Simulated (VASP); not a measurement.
# Se (P3_121) in VASP: further runs

Runs on Se. Level: LDA. Tasks: electric field gradients, single point.

Program: VASP 6.6.1. These are calculated values, not measurements. Logs are shortened: lines on timing, memory, paths and dates and some standing lists are left out, and cuts for length are marked.

## Step 1: The cell of the first run

The structure is trigonal, space group P3_121 (No. 152). Conventional cell: a = 4.452 Å, b = 4.452 Å, c = 5.051 Å, α = 90.00°, β = 90.00°, γ = 120.00°. Within 3.2 Å of Se (site symmetry 2) lie 2 Se at 2.42 Å.

## Step 2: Electric field gradients, LDA (28.90 Å³/atom)

Input file INCAR:

```
  PREC = Accurate
  ENCUT = 520
  EDIFF = 1E-8
  ISMEAR = -1
  SIGMA = 0.03
  LREAL = F
  LASPH = T
  NELM = 80
  ALGO = Normal
  ISIF = 2
  LWAVE = F
  LCHARG = F
  GGA = CA
  LEFG = T
  NBANDS = 16
```

Input file KPOINTS:

```
regular mesh
0
Gamma
  6 6 5
```

Input file POSCAR:

```
Se
1.0
    4.4518334532      0.0000000000      0.0000000000
   -2.2259167266      3.8554008639      0.0000000000
    0.0000000000      0.0000000000      5.0507540772
Se
3
Direct
    0.2254000000      0.0000000000      0.3333333333
    0.0000000000      0.2254000000      0.6666666667
    0.7746000000      0.7746000000      0.0000000000
```

Potentials or basis: VASP PAW LDA potentials, release 64 (Se).

Launch:

```bash
> cat potpaw_LDA.64/Se/POTCAR > POTCAR
> mpirun -np 1 vasp_std > vasp.out
```

OUTCAR:

```text
PREC = Accurate
   ENCUT = 520
   EDIFF = 1E-8
   ISMEAR = -1
   LREAL = F
   LASPH = T
   NELM = 80
   ISIF = 2
   GGA = CA

 ion  position               nearest neighbor table
   1  0.225  0.000  0.333-   3 2.42   2 2.42
   2  0.000  0.225  0.667-   3 2.42   1 2.42
   3  0.775  0.775  0.000-   1 2.42   2 2.42

  LATTYP: Found a hexagonal cell.
 ALAT       =     4.4518334532
 C/A-ratio  =     1.1345334749

  Lattice vectors:

 A1 = (   4.4518334532,   0.0000000000,   0.0000000000)
 A2 = (  -2.2259167266,   3.8554008639,   0.0000000000)
 A3 = (   0.0000000000,   0.0000000000,   5.0507540772)

Analysis of symmetry for initial positions (statically):
=====================================================================
 Subroutine PRICEL returns:
 Original cell was already a primitive cell.

 Routine SETGRP: Setting up the symmetry group for a
 hexagonal supercell.

 Subroutine GETGRP returns: Found  6 space group operations
 (whereof  2 operations were pure point group operations)
 out of a pool of 24 trial point group operations.

The static configuration has the point symmetry C_2 .
 The point group associated with its full space group is D_3 .

Analysis of symmetry for dynamics (positions and initial velocities):
=====================================================================
 Subroutine PRICEL returns:
 Original cell was already a primitive cell.

 Routine SETGRP: Setting up the symmetry group for a
 hexagonal supercell.

 Subroutine GETGRP returns: Found  6 space group operations
 (whereof  2 operations were pure point group operations)
 out of a pool of 24 trial point group operations.

The dynamic configuration has the point symmetry C_2 .
 The point group associated with its full space group is D_3 .

 Subroutine INISYM returns: Found  6 space group operations
 (whereof  2 operations are pure point group operations),
 and found     1 'primitive' translations

----------------------------------------------------------------------------------------

                                     Primitive cell

  volume of cell :      86.6891

[... 125 lines left out ...]
 NGX is ok and might be reduce to    36
   NGX = 17   NGY = 17   NGZ = 19

 number of electron      18.0000000 magnetization

 Free energy of the ion-electron system (eV)
  ---------------------------------------------------
  ext. energy  EPLUGINS =         0.00000000
  ---------------------------------------------------
  free energy    TOTEN  =       -12.24558450 eV

  energy without entropy =      -12.24558450  energy(sigma->0) =      -12.24558450

 E-fermi :   2.6022     XC(G=0):  -8.9462

 val. band max:        1.9654193171   @ k =  -0.1667   0.5000   0.4000
 cond. band min:       3.1688820282   @ k =   0.0000   0.0000   0.4000
 fundamental gap:      1.2034627111
 Fermi energy:         2.6021548418

 k-point     1 :       0.0000    0.0000    0.0000
  band No.  band energies     occupation
      1     -13.3410      2.00000
      2      -9.5482      2.00000
      3      -9.5482      2.00000
      4      -1.6118      2.00000
      5      -1.6118      2.00000
      6      -1.4516      2.00000
[... 433 lines left out ...]
      3      -8.2006      2.00000
      4      -2.9511      2.00000
      5      -2.1181      2.00000
      6      -1.5623      2.00000
[... 8 lines left out ...]
     15       9.7837      0.00000
     16      10.2172      0.00000

 [... further k-points ...]
[... 5 lines left out ...]
  --------------------------------------------------------------------------------------
  -------------------------------------------------------------------------------------
  Total       -2.0557817     -2.0557817     -2.2311846      0.0000000      0.0000000     -0.0000000
  in kB      -37.9946896    -37.9946896    -41.2364634      0.0000000      0.0000000     -0.0000000
  external PRESSURE =     -39.0752808 kB  Pullay stress =       0.0000000 kB

 VOLUME and BASIS-vectors are now :
 -----------------------------------------------------------------------------
  energy-cutoff  :      520.00
  volume of cell :       86.69
      direct lattice vectors                 reciprocal lattice vectors
     4.451833453  0.000000000  0.000000000     0.224626552  0.129688200  0.000000000
    -2.225916727  3.855400864  0.000000000     0.000000000  0.259376401  0.000000000
     0.000000000  0.000000000  5.050754077     0.000000000  0.000000000  0.197990238

 POSITION                                       TOTAL-FORCE (eV/Angst)
 -----------------------------------------------------------------------------------
      1.00344      0.00000      1.68358        -0.297393      0.000000      0.000000
     -0.50172      0.86901      3.36717         0.148696     -0.257549     -0.000000
      1.72420      2.98639      0.00000         0.148696      0.257549     -0.000000
 -----------------------------------------------------------------------------------
    total drift:                                0.000000      0.000001     -0.000000

  FREE ENERGIE OF THE ION-ELECTRON SYSTEM (eV)
  ---------------------------------------------------
  free  energy   TOTEN  =       -12.2455844981 eV

  energy  without entropy=      -12.2455844979  energy(sigma->0) =      -12.24558450

 Electric field gradients (V/A^2)
---------------------------------------------------------------------
 ion       V_xx      V_yy      V_zz      V_xy      V_xz      V_yz
---------------------------------------------------------------------
   1     175.787  -344.436   168.649     0.000    -0.000   333.362
   2    -214.380    45.732   168.649  -225.263  -288.700  -166.681
   3    -214.381    45.731   168.649   225.263   288.700  -166.681
---------------------------------------------------------------------

 Electric field gradients after diagonalization (V/A^2)
 (convention: |V_zz| > |V_xx| > |V_yy|)
----------------------------------------------------------------------
 ion       V_xx      V_yy      V_zz     asymmetry (V_yy - V_xx)/ V_zz
----------------------------------------------------------------------
   1     332.754   175.787  -508.541       0.309
   2     332.754   175.787  -508.541       0.309
   3     332.754   175.787  -508.541       0.309
----------------------------------------------------------------------

           NMR quadrupolar parameters

 Cq : quadrupolar parameter    Cq=e*Q*V_zz/h
 eta: asymmetry parameters     (V_yy - V_xx)/ V_zz
 Q  : nuclear electric quadrupole moment in mb (millibarn)
----------------------------------------------------------------------
 ion       Cq(MHz)       eta       Q (mb)
----------------------------------------------------------------------
   1      -1.230       0.309       1.000
   2      -1.230       0.309       1.000
   3      -1.230       0.309       1.000
----------------------------------------------------------------------
```

OSZICAR:

```text
N       E                     dE             d eps       ncg     rms          rms(c)
DAV:   1     0.801044719169E+02    0.80104E+02   -0.71319E+03   864   0.930E+02
DAV:   2    -0.691774228825E+01   -0.87022E+02   -0.81997E+02  1152   0.150E+02
DAV:   3    -0.123338107015E+02   -0.54161E+01   -0.53999E+01  1008   0.435E+01
DAV:   4    -0.123756572929E+02   -0.41847E-01   -0.41840E-01  1184   0.452E+00
DAV:   5    -0.123759653477E+02   -0.30805E-03   -0.30805E-03  1032   0.378E-01    0.660E+00
DAV:   6    -0.122825444457E+02    0.93421E-01   -0.41839E-02  1104   0.120E+00    0.402E+00
DAV:   7    -0.122463821971E+02    0.36162E-01   -0.80352E-02   992   0.161E+00    0.195E-01
DAV:   8    -0.122455545126E+02    0.82768E-03   -0.84346E-03  1008   0.551E-01    0.902E-02
DAV:   9    -0.122455859628E+02   -0.31450E-04   -0.26199E-04  1176   0.101E-01    0.255E-02
DAV:  10    -0.122455842028E+02    0.17601E-05   -0.19959E-05  1080   0.275E-02    0.596E-03
DAV:  11    -0.122455845924E+02   -0.38964E-06   -0.26480E-06  1136   0.906E-03    0.427E-03
DAV:  12    -0.122455844957E+02    0.96779E-07   -0.30760E-07  1072   0.334E-03    0.472E-04
DAV:  13    -0.122455844981E+02   -0.24471E-08   -0.53518E-08  1120   0.123E-03
   1 F= -.12245584E+02 E0= -.12245584E+02  d E =-.161858E-09
```

It took 51 s on 1 thread of Intel Xeon 8259CL, shared host; peak memory 0.18 GiB.

What came out:

- Free energy: -12.2456 eV
- Pressure: -3.9 GPa
- Largest force: 0.297 eV/Å
- Band gap on the k mesh: 1.20 eV (least direct gap 1.31 eV)
- Largest electric field gradient by atom: Se -508.5 V/Å²

Forces in eV/Å, atoms in the order of the input:
```
Se  -0.297  0.000  0.000
Se   0.149 -0.258  0.000
Se   0.149  0.258  0.000
```

Electric field gradients, principal values (V/Å²):
```
atom    least   middle  greatest (by size)
1 Se  175.787  332.754            -508.541
2 Se  175.787  332.754            -508.541
3 Se  175.787  332.754            -508.541
```

Caveat: the cell stands under tension; without QUAD_EFG the Cq values of the log hold for a quadrupole moment of 1 mb, not for the nuclei; an odd mesh through Γ misses points on the zone boundary, where band edges can lie.

## Step 3: Electric field gradients, LDA

This run uses another cell than the first one, of 27.26 Å³/atom.

Input file INCAR:

```
SYSTEM = Se
  PREC = Accurate
  ENCUT = 520
  EDIFF = 1E-8
  ISMEAR = -1
  SIGMA = 0.03
  LREAL = .False.
  LASPH = .True.
  NELM = 100
  ALGO = Normal
  ISIF = 2
  LWAVE = .False.
  LCHARG = .False.
  LEFG = .True.
  NBANDS = 16
```

Input file KPOINTS:

```
Automatic mesh
0
Gamma
  6 6 5
  0 0 0
```

Input file POSCAR:

```
Se
1.0
    4.3661999489      0.0000000000      0.0000000000
   -2.1830999745      3.7812400738      0.0000000000
    0.0000000000      0.0000000000      4.9536000000
Se
3
Direct
    0.2254000000      0.0000000000      0.3333333333
    0.0000000000      0.2254000000      0.6666666667
    0.7746000000      0.7746000000      0.0000000000
```

Potentials or basis: VASP PAW LDA potentials, release 64 (Se).

Launch:

```bash
> cat potpaw_LDA.64/Se/POTCAR > POTCAR
> mpirun -np 1 vasp_std > vasp.out
```

OUTCAR:

```text
SYSTEM = Se
   PREC = Accurate
   ENCUT = 520
   EDIFF = 1E-8
   ISMEAR = -1
   LREAL = .False.
   LASPH = .True.
   NELM = 100
   ISIF = 2

 ion  position               nearest neighbor table
   1  0.225  0.000  0.333-   3 2.37   2 2.37
   2  0.000  0.225  0.667-   3 2.37   1 2.37
   3  0.775  0.775  0.000-   1 2.37   2 2.37

  LATTYP: Found a hexagonal cell.
 ALAT       =     4.3661999489
 C/A-ratio  =     1.1345334749

  Lattice vectors:

 A1 = (   4.3661999489,   0.0000000000,   0.0000000000)
[... 675 lines left out ...]

  energy  without entropy=      -12.3239643457  energy(sigma->0) =      -12.32396435

 Electric field gradients (V/A^2)
---------------------------------------------------------------------
 ion       V_xx      V_yy      V_zz      V_xy      V_xz      V_yz
---------------------------------------------------------------------
   1     164.876  -333.464   168.587     0.000     0.000   326.130
   2    -208.879    40.292   168.587  -215.787  -282.437  -163.065
   3    -208.879    40.291   168.588   215.788   282.437  -163.065
---------------------------------------------------------------------

 Electric field gradients after diagonalization (V/A^2)
 (convention: |V_zz| > |V_xx| > |V_yy|)
----------------------------------------------------------------------
 ion       V_xx      V_yy      V_zz     asymmetry (V_yy - V_xx)/ V_zz
----------------------------------------------------------------------
   1     329.113   164.876  -493.990       0.332
   2     329.113   164.876  -493.990       0.332
   3     329.114   164.877  -493.990       0.332
----------------------------------------------------------------------

           NMR quadrupolar parameters

 Cq : quadrupolar parameter    Cq=e*Q*V_zz/h
 eta: asymmetry parameters     (V_yy - V_xx)/ V_zz
 Q  : nuclear electric quadrupole moment in mb (millibarn)
----------------------------------------------------------------------
 ion       Cq(MHz)       eta       Q (mb)
----------------------------------------------------------------------
   1      -1.194       0.332       1.000
   2      -1.194       0.332       1.000
   3      -1.194       0.332       1.000
----------------------------------------------------------------------
```

stdout:

```text
POSCAR found type information on POSCAR Se
 POSCAR found :  1 types and       3 ions
 scaLAPACK will be used
 LDA part: xc-table for (Slater(with rela. corr.)+CA(PZ))
 , standard interpolation
 POSCAR, INCAR and KPOINTS ok, starting setup
 FFT: planning ... GRIDC
 FFT: planning ... GRID_SOFT
 FFT: planning ... GRID
 WAVECAR not read
 entering main loop
ion   1

ion   2
     0.0000499     3.2914567     2.4084869    -2.1028953     4.1716217     1.9003234
     0.0000687     3.2914567     2.4084869    -2.1028953     4.1716216     1.9003234
     0.0000946     3.2914567     2.4084869    -2.1028953     4.1716216     1.9003234
     0.0001302     3.2914566     2.4084868    -2.1028953     4.1716216     1.9003234

     0.0000499   197.5462713   149.1772281  -133.5012265   258.3825384   114.0533929
     0.0000687   197.5414931   149.1736145  -133.4979933   258.3762795   114.0506342
     0.0000946   197.5337477   149.1677572  -133.4927530   258.3661344   114.0461624
     0.0001302   197.5212550   149.1583103  -133.4843017   258.3497719   114.0389497

ion   3
     0.0000499    -3.2914567     2.4084869    -2.1028953    -4.1716217     1.9003234
     0.0000687    -3.2914567     2.4084869    -2.1028953    -4.1716216     1.9003234
     0.0000946    -3.2914567     2.4084869    -2.1028953    -4.1716216     1.9003234
     0.0001302    -3.2914566     2.4084868    -2.1028953    -4.1716216     1.9003234

     0.0000499  -197.5462713   149.1772281  -133.5012265  -258.3825384   114.0533929
     0.0000687  -197.5414931   149.1736145  -133.4979933  -258.3762795   114.0506342
     0.0000946  -197.5337477   149.1677572  -133.4927530  -258.3661344   114.0461624
     0.0001302  -197.5212550   149.1583103  -133.4843017  -258.3497719   114.0389497
```

Run time: 28 s. Hardware: 1 thread of Intel Xeon Platinum 8259CL at 2.50GHz (Skylake/Cascade Lake), shared host; peak memory 0.17 GiB.

Results:

```yaml
Free_energy: -12.3240 eV
Pressure: -1.1 GPa
Largest_force: 0.261 eV/Å
Band_gap_on_the_k_mesh: 1.18 eV (least direct gap 1.41 eV)
Largest_electric_field_gradient_by_atom: Se -494.0 V/Å²
```

Forces on the atoms (eV/Å):
```
Se   0.261  0.000  0.000
Se  -0.131  0.226  0.000
Se  -0.131 -0.226  0.000
```

Stress tensor (GPa, compression positive):
```
-1.54  0.00  0.00
 0.00 -1.54  0.00
 0.00  0.00 -0.12
```

Electric field gradients, principal values (V/Å²):
| atom | least | middle | greatest (by size) |
| --- | --- | --- | --- |
| 1 Se | 164.876 | 329.113 | -493.990 |
| 2 Se | 164.876 | 329.113 | -493.990 |
| 3 Se | 164.877 | 329.114 | -493.990 |

Caveat: without QUAD_EFG the Cq values of the log hold for a quadrupole moment of 1 mb, not for the nuclei; an odd mesh through Γ misses points on the zone boundary, where band edges can lie. A hybrid or GW would open this gap; LDA tends to underestimate it.

(Part 1 of 2 ends here.)
